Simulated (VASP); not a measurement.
A run of VASP 6.6.1:

File INCAR:

```
SYSTEM = Ga
ALGO = Fast
EDIFF = 1E-6
ENCUT = 520
GGA = PE
ISIF = 2
ISMEAR = 0
LASPH = .True.
LCHARG = .False.
LREAL = .False.
LWAVE = .False.
NBANDS = 34
NELM = 80
PREC = Accurate
SIGMA = 0.1
```

KPOINTS

```
k-points
0
Gamma
  12 12 10
  0 0 0
```

POSCAR

```
Ga
1.0
    2.2871098352     -3.8705984644      0.0000000000
    2.2871098352      3.8705984644      0.0000000000
    0.0000000000      0.0000000000      4.5889516637
Ga
4
Direct
    0.6562998589      0.3437001411      0.4177442348
    0.8437001411      0.1562998589      0.9177442348
    0.3437001411      0.6562998589      0.5822557652
    0.1562998589      0.8437001411      0.0822557652
```

Potentials or basis: VASP PAW PBE potentials, release 64 (Ga_d).

Command:

```console
$ cat potpaw_PBE.64/Ga_d/POTCAR > POTCAR
$ mpirun -np 1 vasp_std > vasp.out
```

Hardware: 1 thread of Intel(R) Xeon(R) 6975P-C (Granite Rapids), on a shared host.

Estimate the wall time of this run.

It took 4.7 min on 1 thread of Intel(R) Xeon(R) 6975P-C (Granite Rapids), with other jobs on the host, peak memory 0.57 GiB. Counts: scf iterations 14, k points 258.
